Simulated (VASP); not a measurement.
# Se (I4/mmm) in VASP: single point with PBE

Aim: the single point of Se with PBE.

All numbers are computed with VASP 6.6.1; they aren't measurements. Logs are shortened: lines on timing, memory, paths and dates and some standing lists are left out, and cuts for length are marked.

**1. The cell of the first run**

Symmetry: I4/mmm, No. 139, tetragonal system. Conventional cell: a = 2.647 Å, b = 2.647 Å, c = 9.245 Å, α = 90.00°, β = 90.00°, γ = 90.00°. Within 3.5 Å of Se (site symmetry 4/mmm) lie 4 Se at 2.65 Å.

**2. Single point, PBE**

INCAR reads:

```
PREC = Accurate
ENCUT = 520
EDIFF = 1E-7
ISMEAR = 0
SIGMA = 0.1
LREAL = False
LASPH = True
NELM = 60
ALGO = Normal
ISIF = 2
LWAVE = False
LCHARG = False
GGA = PE
NBANDS = 9
```

KPOINTS reads:

```
Automatic mesh
0
Gamma
  8 8 8
```

POSCAR reads:

```
Se
1.0
   -1.3237356188      1.3237356188      4.6225080090
    1.3237356188     -1.3237356188      4.6225080090
    1.3237356188      1.3237356188     -4.6225080090
Se
1
Direct
    0.0000000000      0.0000000000      0.0000000000
```

Potentials or basis: VASP PAW PBE potentials, release 64 (Se).

The run is started by

```console
$ cat potpaw_PBE.64/Se/POTCAR > POTCAR
$ mpirun -np 1 vasp_std > vasp.out
```

OUTCAR:

```text
PREC = Accurate
   ENCUT = 520
   EDIFF = 1E-7
   ISMEAR = 0
   LREAL = False
   LASPH = True
   NELM = 60
   ISIF = 2
   GGA = PE

 ion  position               nearest neighbor table
   1  0.000  0.000  0.000-

  LATTYP: Found a body centered tetragonal cell.
 ALAT       =     2.6474712376
 C/A-ratio  =     3.4920175474

  Lattice vectors:

 A1 = (  -1.3237356188,   1.3237356188,   4.6225080090)
 A2 = (   1.3237356188,  -1.3237356188,   4.6225080090)
 A3 = (   1.3237356188,   1.3237356188,  -4.6225080090)

Analysis of symmetry for initial positions (statically):
=====================================================================
 Subroutine PRICEL returns:
 Original cell was already a primitive cell.

 Routine SETGRP: Setting up the symmetry group for a
 body centered tetragonal supercell.

 Subroutine GETGRP returns: Found 16 space group operations
 (whereof 16 operations were pure point group operations)
 out of a pool of 16 trial point group operations.

The static configuration has the point symmetry D_4h.

Analysis of symmetry for dynamics (positions and initial velocities):
=====================================================================
 Subroutine PRICEL returns:
 Original cell was already a primitive cell.

 Routine SETGRP: Setting up the symmetry group for a
 body centered tetragonal supercell.

 Subroutine GETGRP returns: Found 16 space group operations
 (whereof 16 operations were pure point group operations)
 out of a pool of 16 trial point group operations.

The dynamic configuration has the point symmetry D_4h.

 Subroutine INISYM returns: Found 16 space group operations
 (whereof 16 operations are pure point group operations),
 and found     1 'primitive' translations

----------------------------------------------------------------------------------------

                                     Primitive cell

  volume of cell :      32.3996

  direct lattice vectors                    reciprocal lattice vectors
    -1.323735619  1.323735619  4.622508009     0.000000000  0.377718929  0.108166389
     1.323735619 -1.323735619  4.622508009     0.377718929  0.000000000  0.108166389
     1.323735619  1.323735619 -4.622508009     0.377718929  0.377718929  0.000000000

  length of vectors
     4.987196835  4.987196835  4.987196835     0.392901460  0.392901460  0.534175232

  position of ions in fractional coordinates (direct lattice)
     0.000000000  0.000000000  0.000000000

  ion indices of the primitive-cell ions
   primitive index   ion index
                 1           1

----------------------------------------------------------------------------------------

 KPOINTS: Automatic mesh

Automatic generation of k-mesh.
 Grid dimensions read from file:
 generate k-points for:    8    8    8

 Generating k-lattice:

  Cartesian coordinates                     Fractional coordinates (reciprocal lattice)
     0.000000000  0.047214866  0.013520799     0.125000000  0.000000000  0.000000000
     0.047214866  0.000000000  0.013520799     0.000000000  0.125000000  0.000000000
     0.047214866  0.047214866  0.000000000     0.000000000  0.000000000  0.125000000

  Length of vectors
     0.049112682  0.049112682  0.066771904

  Shift w.r.t. Gamma in fractional coordinates (k-lattice)
     0.000000000  0.000000000  0.000000000

 Subroutine IBZKPT returns following result:
 ===========================================

 Found     59 irreducible k-points:

 Following reciprocal coordinates:
            Coordinates               Weight
  0.000000  0.000000  0.000000      1.000000
  0.125000  0.000000 -0.000000      8.000000
  0.250000  0.000000 -0.000000      8.000000
  0.375000  0.000000 -0.000000      8.000000
  0.500000  0.000000 -0.000000      4.000000
  0.125000  0.125000 -0.000000      8.000000
[... 16 lines left out ...]
  0.250000  0.125000  0.125000     16.000000
  0.375000  0.125000  0.125000      8.000000
 [... further k-points ...]
   k-points           NKPTS =     59   k-points in BZ     NKDIM =     59   number of bands    NBANDS=      9
   number of dos      NEDOS =    301   number of ions     NIONS =      1
   total plane-waves  NPLWV =  64000
   dimension x,y,z NGX =    40 NGY =   40 NGZ =   40
   dimension x,y,z NGXF=    80 NGYF=   80 NGZF=   80
   ions per type =               1
   NGX,Y,Z   is equivalent  to a cutoff of  13.33, 13.33, 13.33 a.u.
   NGXF,Y,Z  is equivalent  to a cutoff of  26.67, 26.67, 26.67 a.u.
 SYSTEM =  unknown system
   PREC   = accura    normal or accurate (medium, high low for compatibility)
   ISTART =      0    job   : 0-new  1-cont  2-samecut
   ICHARG =      2    charge: 1-file 2-atom 10-const
   ISPIN  =      1    spin polarized calculation?
   LNONCOLLINEAR =      F non collinear calculations
   LSORBIT =      F    spin-orbit coupling
   LASPH  =      T    aspherical Exc in radial PAW
   ENCUT  =  520.0 eV  38.22 Ry    6.18 a.u.   9.27  9.27  9.27*2*pi/ulx,y,z
   NELM   =     60;   NELMIN=  2; NELMDL= -5     # of ELM steps
   EDIFF  = 0.1E-06   stopping-criterion for ELM
   LREAL  =      F    real-space projection
   EDIFFG = 0.1E-05   stopping-criterion for IOM
   NSW    =      0    number of steps for IOM
   IBRION =     -1    ionic relax: 0-MD 1-quasi-New 2-CG
   NFREE  =      0    steps in history (QN), initial steepest desc. (CG)
   ISIF   =      2    stress and relaxation
   ISYM   =      2    0-nonsym 1-usesym 2-fastsym
   POTIM  = 0.5000    time-step for ionic-motion
   TEBEG  =    0.0;   TEEND  =   0.0 temperature during run
   PSTRESS=    0.0 pullay stress
   NELECT =       6.0000    total number of electrons
   NUPDOWN=      -1.0000    fix difference up-down
   EMIN   =  10.00;   EMAX   =-10.00  energy-range for DOS
   EFERMI =   0.00;   METHOD = LEGACY
   ISMEAR =     0;   SIGMA  =   0.10  broadening in eV -4-tet -1-fermi 0-gaus
   EFERMI_NEDOS =   21; number of points for ismear=-14 and -15
   IALGO  =     38    algorithm
   IMIX   =      4    mixing-type and parameters
     AMIX     =   0.40;   BMIX     =  1.00
     AMIX_MAG =   1.60;   BMIX_MAG =  1.00
  volume/ion in A,a.u.               =      32.40       218.64
  Fermi-wavevector in a.u.,A,eV,Ry     =   0.933137  1.763372 11.847188  0.870744
  Thomas-Fermi vector in A             =   2.059807
   LORBIT       =      0    0 simple, 1 ext, 2 COOP (PROOUT), +10 PAW based schemes
   GGA     = PE    functional components
   LHFCALC =     F    Hartree Fock is set to
   AEXX    =    0.0000 exact exchange contribution
   IVDW    =     0    specifies the selected vdW correction
   LEPSILON=     F    determine dielectric tensor
   LRPA    =     F    only Hartree local field effects (RPA)
 non-spin polarized calculation
 Gauss-broadening in eV      SIGMA  =   0.10
  energy-cutoff  :      520.00
  volume of cell :       32.40
 maximum number of plane-waves:       884
 NGX is ok and might be reduce to    40
   NGX = 19   NGY = 19   NGZ = 19

 number of electron       6.0000000 magnetization

 Free energy of the ion-electron system (eV)
  ---------------------------------------------------
  ext. energy  EPLUGINS =         0.00000000
  ---------------------------------------------------
  free energy    TOTEN  =        -3.29852202 eV

  energy without entropy =       -3.29190505  energy(sigma->0) =       -3.29521354

 E-fermi :   1.0287     XC(G=0):  -7.8571

 val. band max:        0.9461924922   @ k =  -0.3750   0.2500   0.0000
 cond. band min:       1.0340858549   @ k =  -0.3750   0.3750   0.1250
 fundamental gap:      0.0878933627
 Fermi energy:         1.0286564386

 k-point     1 :       0.0000    0.0000    0.0000
  band No.  band energies     occupation
      1     -14.1949      2.00000
      2      -2.2131      2.00000
      3       4.8833      0.00000
      4       5.0793      0.00000
      5       5.0793      0.00000
      6      10.9981      0.00000
      7      13.0784      0.00000
      8      17.7032      0.00000
      9      19.4606      0.00000

 k-point     2 :       0.1250    0.0000   -0.0000
  band No.  band energies     occupation
      1     -13.9111      2.00000
      2      -1.9815      2.00000
      3       2.6477      0.00000
      4       5.3023      0.00000
      5       5.3158      0.00000
      6      12.0803      0.00000
      7      14.7738      0.00000
      8      15.1558      0.00000
      9      19.0823      0.00000

 k-point     3 :       0.2500    0.0000   -0.0000
  band No.  band energies     occupation
      1     -13.0975      2.00000
      2      -1.3276      2.00000
      3      -0.9748      2.00000
      4       5.9036      0.00000
      5       6.5453      0.00000
      6      11.1272      0.00000
      7      13.0600      0.00000
      8      18.2314      0.00000
      9      19.6368      0.00000

 k-point     4 :       0.3750    0.0000   -0.0000
  band No.  band energies     occupation
      1     -11.9509      2.00000
      2      -3.9676      2.00000
      3      -0.4307      2.00000
      4       6.6316      0.00000
      5       7.5770      0.00000
      6       9.4057      0.00000
      7      14.0690      0.00000
      8      15.7889      0.00000
      9      18.5727      0.00000

 k-point     5 :       0.5000    0.0000   -0.0000
  band No.  band energies     occupation
      1     -11.2493      2.00000
      2      -5.2980      2.00000
      3       0.0748      2.00000
      4       6.7934      0.00000
      5       6.9898      0.00000
      6      11.8025      0.00000
      7      11.8968      0.00000
      8      15.4830      0.00000
      9      17.6208      0.00000

 k-point     6 :       0.1250    0.1250   -0.0000
  band No.  band energies     occupation
      1     -13.6245      2.00000
      2      -1.8061      2.00000
      3       2.6599      0.00000
      4       3.1410      0.00000
      5       5.9292      0.00000
      6      14.5107      0.00000
      7      14.5549      0.00000
      8      15.6630      0.00000
      9      16.0040      0.00000
[... 169 lines left out ...]
 k-point    21 :       0.5000    0.5000   -0.0000
  band No.  band energies     occupation
      1      -8.1724      2.00000
      2      -2.9541      2.00000
      3      -2.9184      2.00000
      4       2.4422      0.00000
      5       5.5682      0.00000
      6      10.1371      0.00000
      7      11.4828      0.00000
      8      13.9381      0.00000
      9      15.2344      0.00000

 k-point    22 :       0.1250    0.1250    0.1250
  band No.  band energies     occupation
      1     -12.0026      2.00000
      2      -0.3332      2.00000
      3      -0.3284      2.00000
      4       0.3377      2.00000
      5       7.7717      0.00000
      6      11.8663      0.00000
      7      12.8373      0.00000
      8      13.4407      0.00000
      9      19.2351      0.00000

 k-point    23 :       0.2500    0.1250    0.1250
  band No.  band energies     occupation
      1     -10.8478      2.00000
      2      -3.0066      2.00000
      3       0.5497      2.00000
      4       0.9429      1.77489
      5       8.7436      0.00000
      6      10.1344      0.00000
      7      11.2120      0.00000
      8      13.8092      0.00000
      9      16.8184      0.00000

 k-point    24 :       0.3750    0.1250    0.1250
  band No.  band energies     occupation
      1     -10.1353      2.00000
      2      -4.3347      2.00000
      3       1.0401      0.87148
      4       1.4199      0.00000
      5       8.0322      0.00000
      6       9.4214      0.00000
      7      12.9448      0.00000
      8      13.1762      0.00000
      9      15.4294      0.00000

 [... further k-points ...]

------------------------ aborting loop because EDIFF is reached ----------------------------------------

  FORCE on cell =-STRESS in cart. coord.  units (eV):
  Direction    XX          YY          ZZ          XY          YZ          ZX
  --------------------------------------------------------------------------------------
  -------------------------------------------------------------------------------------
  Total        0.0091635      0.0091635      0.0115114      0.0000000      0.0000000      0.0000000
  in kB        0.4531375      0.4531375      0.5692454      0.0000000      0.0000000      0.0000000
  external PRESSURE =       0.4918401 kB  Pullay stress =       0.0000000 kB

 VOLUME and BASIS-vectors are now :
 -----------------------------------------------------------------------------
  energy-cutoff  :      520.00
  volume of cell :       32.40
      direct lattice vectors                 reciprocal lattice vectors
    -1.323735619  1.323735619  4.622508009     0.000000000  0.377718929  0.108166389
     1.323735619 -1.323735619  4.622508009     0.377718929  0.000000000  0.108166389
     1.323735619  1.323735619 -4.622508009     0.377718929  0.377718929  0.000000000

 POSITION                                       TOTAL-FORCE (eV/Angst)
 -----------------------------------------------------------------------------------
      0.00000      0.00000      0.00000         0.000000     -0.000000     -0.000000
 -----------------------------------------------------------------------------------
    total drift:                               -0.000000     -0.000000     -0.000000

  FREE ENERGIE OF THE ION-ELECTRON SYSTEM (eV)
  ---------------------------------------------------
  free  energy   TOTEN  =        -3.2985220235 eV

  energy  without entropy=       -3.2919050466  energy(sigma->0) =       -3.29521354
```

Wall time 17 s (1 thread of Intel Xeon 6975P-C (Granite Rapids), shared host); peak memory 0.22 GiB.

Results:

| Item | Value |
| --- | --- |
| Free energy | -3.2985 eV |
| Pressure | 0.0 GPa |
| Band gap on the k mesh | zero (bands 3 and 4 overlap by 4.76 eV) |
